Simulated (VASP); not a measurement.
A run of VASP 6.6.1:

Contents of INCAR:

```
PREC     = Accurate       # precision mode
ENCUT    = 520            # plane-wave cutoff, eV
EDIFF    = 1E-7           # SCF threshold, eV
ISMEAR   = 0              # smearing method
SIGMA    = 0.02           # smearing width, eV
LREAL    = False          # projectors in reciprocal space
LASPH    = True           # aspherical terms in the spheres
NELM     = 100            # most SCF steps
ALGO     = Normal         # electronic algorithm
ISIF     = 2              # what is computed and relaxed
LWAVE    = False          # write WAVECAR
LCHARG   = False          # write CHGCAR
GGA      = PS             # functional
NBANDS   = 35             # bands
```

KPOINTS

```
regular mesh
0
Gamma
  6 6 8
```

File POSCAR:

```
SnO2
1.0
    4.8043251464      0.0000000000      0.0000000000
    0.0000000000      4.8045450977      0.0000000000
    0.0000000000      0.0000000000      3.1477395647
Sn O
2 4
Direct
    0.5000000000      0.5000000000      0.5000000000
    0.0000000000      0.0000000000      0.0000000000
    0.3055012028      0.3055766226      0.0000000000
    0.8055012028      0.1944233774      0.5000000000
    0.1944987972      0.8055766226      0.5000000000
    0.6944987972      0.6944233774      0.0000000000
```

Potentials or basis: VASP PAW PBE potentials, release 64 (Sn_d, O).

Run with:

```sh
$ cat potpaw_PBE.64/Sn_d/POTCAR potpaw_PBE.64/O/POTCAR > POTCAR
$ mpirun -np 1 vasp_std > vasp.out
```

Hardware: 1 thread of Intel Xeon 8259CL (shared host).

Task: Estimate the wall time of this run.

Result: Run time: 3 min on 1 thread of Intel Xeon 8259CL (shared host), peak memory 0.28 GiB. Counts: scf iterations 14, k points 80.
